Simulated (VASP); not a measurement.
Here is a VASP 6.6.1 calculation.

The input INCAR:

```
PREC = Accurate
ENCUT = 700
EDIFF = 1E-6
ISMEAR = -1
SIGMA = 0.02
LREAL = F
LASPH = T
NELM = 120
ALGO = Normal
ISIF = 2
LWAVE = F
LCHARG = F
NBANDS = 16
GGA_COMPAT = F
```

The input KPOINTS:

```
Automatic mesh
0
Gamma
  12 12 8
```

File POSCAR:

```
TaN
1.0
    2.9063025317      0.0000000000      0.0000000000
   -1.4531512659      2.5169318235      0.0000000000
    0.0000000000      0.0000000000      2.8521120333
Ta N
1 1
Direct
    0.3333333333      0.6666666667      0.5000000000
    0.0000000000      0.0000000000      0.0000000000
```

Potentials or basis: VASP PAW LDA potentials, release 64 (Ta_sv_GW, N).

Command:

```bash
$ cat potpaw_LDA.64/Ta_sv_GW/POTCAR potpaw_LDA.64/N/POTCAR > POTCAR
$ mpirun -np 1 vasp_std > vasp.out
```

Problem. Estimate the band gap on the k mesh.

Solution. Zero (bands 9 and 10 overlap by 0.27 eV).

Problem. Estimate the pressure.

Solution. 1.2 GPa.

Stress tensor (GPa, compression positive):
```
1.12 0.00 0.00
0.00 1.12 0.00
0.00 0.00 1.27
```

Caveat: spin-orbit coupling is left out, which moves the levels of the heavy elements.
